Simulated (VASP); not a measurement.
# MnSb (P6_3/mmc) in VASP: single point with PBEsol

Aim: the single point of MnSb with PBEsol.

Program: VASP 6.6.1. These are calculated values, not measurements. Logs are shortened: lines on timing, memory, paths and dates and some standing lists are left out, and cuts for length are marked.

## 1. The cell of the first run

Symmetry: P6_3/mmc, No. 194, hexagonal system. Conventional cell: a = 3.913 Å, b = 3.913 Å, c = 5.335 Å, α = 90.00°, β = 90.00°, γ = 120.00°. Mn (site symmetry -3m) has 6 Sb at 2.62 Å and 2 Mn at 2.67 Å within 3.5 Å. Sb (site symmetry -6m2) has 6 Mn at 2.62 Å and 6 Sb at 3.50 Å within 3.5 Å.

## 2. Single point, PBEsol, collinear spin, ferromagnetic start (17.68 Å³/atom)

Input file INCAR:

```
PREC = Accurate
ENCUT = 520
EDIFF = 1E-6
ISMEAR = 0
SIGMA = 0.1
LREAL = False
LASPH = True
NELM = 150
ALGO = Normal
ISIF = 2
LWAVE = False
LCHARG = False
ISPIN = 2
MAGMOM = 3.18 3.18 0 0
LORBIT = 11
LMAXMIX = 4
GGA = PS
NBANDS = 30
```

Input file KPOINTS:

```
regular mesh
0
Gamma
  12 12 8
```

Input file POSCAR:

```
MnSb
1.0
    3.9127293305      0.0000000000      0.0000000000
   -1.9563646652      3.3885229983      0.0000000000
    0.0000000000      0.0000000000      5.3352196272
Mn Sb
2 2
Direct
    0.0000000000      0.0000000000      0.0000000000
    0.0000000000      0.0000000000      0.5000000000
    0.3333333333      0.6666666667      0.2500000000
    0.6666666667      0.3333333333      0.7500000000
```

Potentials or basis: VASP PAW PBE potentials, release 64 (Mn_pv, Sb).

Launch:

```sh
$ cat potpaw_PBE.64/Mn_pv/POTCAR potpaw_PBE.64/Sb/POTCAR > POTCAR
$ mpirun -np 1 vasp_std > vasp.out
```

OUTCAR:

```text
PREC = Accurate
   ENCUT = 520
   EDIFF = 1E-6
   ISMEAR = 0
   LREAL = False
   LASPH = True
   NELM = 150
   ISIF = 2
   ISPIN = 2
   LORBIT = 11
   GGA = PS

 ion  position               nearest neighbor table
   1  0.000  0.000  0.000-   3 2.62   4 2.62   3 2.62   4 2.62   4 2.62   3 2.62   2 2.67   2 2.67

   2  0.000  0.000  0.500-   3 2.62   4 2.62   3 2.62   4 2.62   4 2.62   3 2.62   1 2.67   1 2.67

   3  0.333  0.667  0.250-   1 2.62   2 2.62   1 2.62   2 2.62   1 2.62   2 2.62   4 3.50   4 3.50
                             4 3.50   4 3.50   4 3.50   4 3.50
   4  0.667  0.333  0.750-   1 2.62   2 2.62   1 2.62   2 2.62   1 2.62   2 2.62   3 3.50   3 3.50
                             3 3.50   3 3.50   3 3.50   3 3.50

  LATTYP: Found a hexagonal cell.
 ALAT       =     3.9127293305
 C/A-ratio  =     1.3635544850

  Lattice vectors:

 A1 = (   3.9127293305,   0.0000000000,   0.0000000000)
 A2 = (  -1.9563646652,   3.3885229983,   0.0000000000)
 A3 = (   0.0000000000,   0.0000000000,   5.3352196272)

Analysis of symmetry for initial positions (statically):
=====================================================================
 Subroutine PRICEL returns:
 Original cell was already a primitive cell.

 Routine SETGRP: Setting up the symmetry group for a
 hexagonal supercell.

 Subroutine GETGRP returns: Found 24 space group operations
 (whereof 12 operations were pure point group operations)
 out of a pool of 24 trial point group operations.

The static configuration has the point symmetry D_3d.
 The point group associated with its full space group is D_6h.

Analysis of symmetry for dynamics (positions and initial velocities):
=====================================================================
 Subroutine PRICEL returns:
 Original cell was already a primitive cell.

 Routine SETGRP: Setting up the symmetry group for a
 hexagonal supercell.

 Subroutine GETGRP returns: Found 24 space group operations
 (whereof 12 operations were pure point group operations)
 out of a pool of 24 trial point group operations.

The dynamic configuration has the point symmetry D_3d.
 The point group associated with its full space group is D_6h.

Analysis of structural, dynamic, and magnetic symmetry:
=====================================================================
 Subroutine PRICEL returns:
 Original cell was already a primitive cell.

 Routine SETGRP: Setting up the symmetry group for a
 hexagonal supercell.

 Subroutine GETGRP returns: Found 24 space group operations
 (whereof 12 operations were pure point group operations)
 out of a pool of 24 trial point group operations.

The overall configuration has the point symmetry D_3d.
 The point group associated with its full space group is D_6h.

 Subroutine INISYM returns: Found 24 space group operations
 (whereof 12 operations are pure point group operations),
 and found     1 'primitive' translations

----------------------------------------------------------------------------------------

                                     Primitive cell

  volume of cell :      70.7363

  direct lattice vectors                    reciprocal lattice vectors
     3.912729330  0.000000000  0.000000000     0.255576074  0.147556915  0.000000000
    -1.956364665  3.388522998  0.000000000     0.000000000  0.295113830  0.000000000
     0.000000000  0.000000000  5.335219627     0.000000000  0.000000000  0.187433708

  length of vectors
     3.912729330  3.912729330  5.335219627     0.295113830  0.295113830  0.187433708

  position of ions in fractional coordinates (direct lattice)
     0.000000000  0.000000000  0.000000000
     0.000000000  0.000000000  0.500000000
     0.333333333  0.666666667  0.250000000
     0.666666667  0.333333333  0.750000000

  ion indices of the primitive-cell ions
   primitive index   ion index
                 1           1
                 2           2
                 3           3
                 4           4

----------------------------------------------------------------------------------------

 KPOINTS: regular mesh

Automatic generation of k-mesh.
 Grid dimensions read from file:
 generate k-points for:   12   12    8

 Generating k-lattice:

  Cartesian coordinates                     Fractional coordinates (reciprocal lattice)
     0.021298006  0.012296410  0.000000000     0.083333333 -0.000000000  0.000000000
     0.000000000  0.024592819  0.000000000     0.000000000  0.083333333  0.000000000
     0.000000000  0.000000000  0.023429214     0.000000000  0.000000000  0.125000000

  Length of vectors
     0.024592819  0.024592819  0.023429214

  Shift w.r.t. Gamma in fractional coordinates (k-lattice)
     0.000000000  0.000000000  0.000000000

 Subroutine IBZKPT returns following result:
 ===========================================

 Found     95 irreducible k-points:

 Following reciprocal coordinates:
            Coordinates               Weight
  0.000000  0.000000  0.000000      1.000000
  0.083333  0.000000  0.000000      6.000000
  0.166667 -0.000000  0.000000      6.000000
  0.250000  0.000000  0.000000      6.000000
  0.333333 -0.000000  0.000000      6.000000
  0.416667  0.000000  0.000000      6.000000
[... 16 lines left out ...]
  0.250000  0.000000  0.125000     12.000000
  0.333333 -0.000000  0.125000     12.000000
 [... further k-points ...]
   k-points           NKPTS =     95   k-points in BZ     NKDIM =     95   number of bands    NBANDS=     30
   number of dos      NEDOS =    301   number of ions     NIONS =      4
   total plane-waves  NPLWV =  36000
   dimension x,y,z NGX =    30 NGY =   30 NGZ =   40
   dimension x,y,z NGXF=    60 NGYF=   60 NGZF=   80
   ions per type =               2   2
   NGX,Y,Z   is equivalent  to a cutoff of  12.75, 12.75, 12.46 a.u.
   NGXF,Y,Z  is equivalent  to a cutoff of  25.49, 25.49, 24.93 a.u.
 SYSTEM =  unknown system
   PREC   = accura    normal or accurate (medium, high low for compatibility)
   ISTART =      0    job   : 0-new  1-cont  2-samecut
   ICHARG =      2    charge: 1-file 2-atom 10-const
   ISPIN  =      2    spin polarized calculation?
   LNONCOLLINEAR =      F non collinear calculations
   LSORBIT =      F    spin-orbit coupling
   LASPH  =      T    aspherical Exc in radial PAW
   ENCUT  =  520.0 eV  38.22 Ry    6.18 a.u.   7.28  7.28  9.92*2*pi/ulx,y,z
   NELM   =    150;   NELMIN=  2; NELMDL= -5     # of ELM steps
   EDIFF  = 0.1E-05   stopping-criterion for ELM
   LREAL  =      F    real-space projection
   EDIFFG = 0.1E-04   stopping-criterion for IOM
   NSW    =      0    number of steps for IOM
   IBRION =     -1    ionic relax: 0-MD 1-quasi-New 2-CG
   NFREE  =      0    steps in history (QN), initial steepest desc. (CG)
   ISIF   =      2    stress and relaxation
   ISYM   =      2    0-nonsym 1-usesym 2-fastsym
   POTIM  = 0.5000    time-step for ionic-motion
   TEBEG  =    0.0;   TEEND  =   0.0 temperature during run
   PSTRESS=    0.0 pullay stress
   NELECT =      36.0000    total number of electrons
   NUPDOWN=      -1.0000    fix difference up-down
   EMIN   =  10.00;   EMAX   =-10.00  energy-range for DOS
   EFERMI =   0.00;   METHOD = LEGACY
   ISMEAR =     0;   SIGMA  =   0.10  broadening in eV -4-tet -1-fermi 0-gaus
   EFERMI_NEDOS =   21; number of points for ismear=-14 and -15
   IALGO  =     38    algorithm
   IMIX   =      4    mixing-type and parameters
     AMIX     =   0.40;   BMIX     =  1.00
     AMIX_MAG =   1.60;   BMIX_MAG =  1.00
  volume/ion in A,a.u.               =      17.68       119.34
  Fermi-wavevector in a.u.,A,eV,Ry     =   1.307058  2.469981 23.244197  1.708400
  Thomas-Fermi vector in A             =   2.437818
   LORBIT       =     11    0 simple, 1 ext, 2 COOP (PROOUT), +10 PAW based schemes
   GGA     = PS    functional components
   LHFCALC =     F    Hartree Fock is set to
   AEXX    =    0.0000 exact exchange contribution
   IVDW    =     0    specifies the selected vdW correction
   LEPSILON=     F    determine dielectric tensor
   LRPA    =     F    only Hartree local field effects (RPA)
 spin polarized calculation
 Gauss-broadening in eV      SIGMA  =   0.10
  energy-cutoff  :      520.00
  volume of cell :       70.74
 maximum number of plane-waves:      1945
 NGX is ok and might be reduce to    30
   NGX = 15   NGY = 15   NGZ = 19

 number of electron      36.0000023 magnetization       4.9823713

 Free energy of the ion-electron system (eV)
  ---------------------------------------------------
  ext. energy  EPLUGINS =         0.00000000
  ---------------------------------------------------
  free energy    TOTEN  =       -28.43685122 eV

  energy without entropy =      -28.41705422  energy(sigma->0) =      -28.42695272

 E-fermi :   9.9191     XC(G=0): -11.7064

 val. band max:        9.9190256416   @ k =   0.1667  -0.0000   0.3750
 cond. band min:       9.9200368074   @ k =   0.2500   0.2500   0.2500
 fundamental gap:      0.0010111657
 Fermi energy:         9.9190883909

 spin component 1

 k-point     1 :       0.0000    0.0000    0.0000
  band No.  band energies     occupation
      1     -39.2972      1.00000
      2     -39.2972      1.00000
      3     -39.2769      1.00000
      4     -39.2769      1.00000
      5     -39.1002      1.00000
      6     -38.9033      1.00000
[... 22 lines left out ...]
     29      18.1861      0.00000
     30      18.1861      0.00000

 k-point     2 :       0.0833    0.0000    0.0000
  band No.  band energies     occupation
      1     -39.2976      1.00000
      2     -39.2973      1.00000
      3     -39.2771      1.00000
      4     -39.2769      1.00000
      5     -39.1000      1.00000
      6     -38.9033      1.00000
[... 22 lines left out ...]
     29      17.5128      0.00000
     30      17.7375      0.00000

 k-point     3 :       0.1667   -0.0000    0.0000
  band No.  band energies     occupation
      1     -39.2986      1.00000
      2     -39.2976      1.00000
      3     -39.2779      1.00000
      4     -39.2770      1.00000
      5     -39.0998      1.00000
      6     -38.9031      1.00000
[... 682 lines left out ...]
     29      17.7681      0.00000
     30      18.2541      0.00000

 k-point    24 :       0.3333   -0.0000    0.1250
  band No.  band energies     occupation
      1     -39.3006      1.00000
      2     -39.2976      1.00000
      3     -39.2807      1.00000
      4     -39.2780      1.00000
      5     -39.0916      1.00000
      6     -38.9103      1.00000
[... 22 lines left out ...]
     29      19.1585      0.00000
     30      19.4566      0.00000

 [... further k-points ...]

 spin component 2

 k-point     1 :       0.0000    0.0000    0.0000
  band No.  band energies     occupation
      1     -36.6586      1.00000
      2     -36.6132      1.00000
      3     -36.6132      1.00000
      4     -36.5899      1.00000
      5     -36.5899      1.00000
      6     -36.4381      1.00000
[... 22 lines left out ...]
     29      18.9220      0.00000
     30      18.9220      0.00000

 k-point     2 :       0.0833    0.0000    0.0000
  band No.  band energies     occupation
      1     -36.6584      1.00000
      2     -36.6137      1.00000
      3     -36.6133      1.00000
      4     -36.5902      1.00000
      5     -36.5899      1.00000
      6     -36.4380      1.00000
[... 22 lines left out ...]
     29      18.2129      0.00000
     30      18.4137      0.00000

 k-point     3 :       0.1667   -0.0000    0.0000
  band No.  band energies     occupation
      1     -36.6581      1.00000
      2     -36.6150      1.00000
      3     -36.6137      1.00000
      4     -36.5911      1.00000
      5     -36.5900      1.00000
      6     -36.4378      1.00000
[... 682 lines left out ...]
     29      17.9866      0.00000
     30      18.7026      0.00000

 k-point    24 :       0.3333   -0.0000    0.1250
  band No.  band energies     occupation
      1     -36.6489      1.00000
      2     -36.6176      1.00000
      3     -36.6138      1.00000
      4     -36.5945      1.00000
      5     -36.5912      1.00000
      6     -36.4459      1.00000
[... 22 lines left out ...]
     29      19.3144      0.00000
     30      19.8841      0.00000

 [... further k-points ...]

------------------------ aborting loop because EDIFF is reached ----------------------------------------

  FORCE on cell =-STRESS in cart. coord.  units (eV):
  Direction    XX          YY          ZZ          XY          YZ          ZX
  --------------------------------------------------------------------------------------
  -------------------------------------------------------------------------------------
  Total        2.0161774      2.0161774      1.9869641      0.0000000      0.0000000     -0.0000000
  in kB       45.6664013     45.6664013     45.0047189      0.0000000      0.0000000     -0.0000000
  external PRESSURE =      45.4458405 kB  Pullay stress =       0.0000000 kB

 VOLUME and BASIS-vectors are now :
 -----------------------------------------------------------------------------
  energy-cutoff  :      520.00
  volume of cell :       70.74
      direct lattice vectors                 reciprocal lattice vectors
     3.912729330  0.000000000  0.000000000     0.255576074  0.147556915  0.000000000
    -1.956364665  3.388522998  0.000000000     0.000000000  0.295113830  0.000000000
     0.000000000  0.000000000  5.335219627     0.000000000  0.000000000  0.187433708

 POSITION                                       TOTAL-FORCE (eV/Angst)
 -----------------------------------------------------------------------------------
      0.00000      0.00000      0.00000        -0.000000      0.000000     -0.000000
      0.00000      0.00000      2.66761        -0.000000      0.000000     -0.000000
     -0.00000      2.25902      1.33380         0.000000     -0.000000      0.000000
      1.95636      1.12951      4.00141        -0.000000      0.000000      0.000000
 -----------------------------------------------------------------------------------
    total drift:                                0.000000      0.000000     -0.000000

  FREE ENERGIE OF THE ION-ELECTRON SYSTEM (eV)
  ---------------------------------------------------
  free  energy   TOTEN  =       -28.4368512236 eV

  energy  without entropy=      -28.4170542158  energy(sigma->0) =      -28.42695272

 total charge

# of ion       s       p       d       tot
------------------------------------------
    1        0.315   6.291   5.206  11.812
    2        0.315   6.291   5.206  11.812
    3        1.115   1.343   0.075   2.533
    4        1.115   1.343   0.075   2.533
--------------------------------------------------
tot          2.859  15.268  10.563  28.689

 magnetization (x)

# of ion       s       p       d       tot
------------------------------------------
    1        0.025   0.026   2.477   2.527
    2        0.025   0.026   2.477   2.527
    3       -0.010  -0.098   0.006  -0.103
    4       -0.010  -0.098   0.006  -0.103
--------------------------------------------------
tot          0.029  -0.145   4.965   4.849
```

Wall time 9.3 min (1 thread of Intel Xeon 8259CL, shared host); peak memory 0.42 GiB.

What came out:

- Free energy: -28.4369 eV
- Pressure: 4.5 GPa
- Net moment: 4.98 μB per cell
- Site moments: Mn +2.53; Sb -0.10 μB
- Valence electrons inside the program's atomic spheres: Mn 11.81; Sb 2.53

Caveat: the cell stands under pressure; the PAW data sets were made with another functional, which shifts forces and pressure a little; spin-orbit coupling is left out, which moves the levels of the heavy elements; the run started ferromagnetic, and an antiferromagnetic order may lie lower in energy.
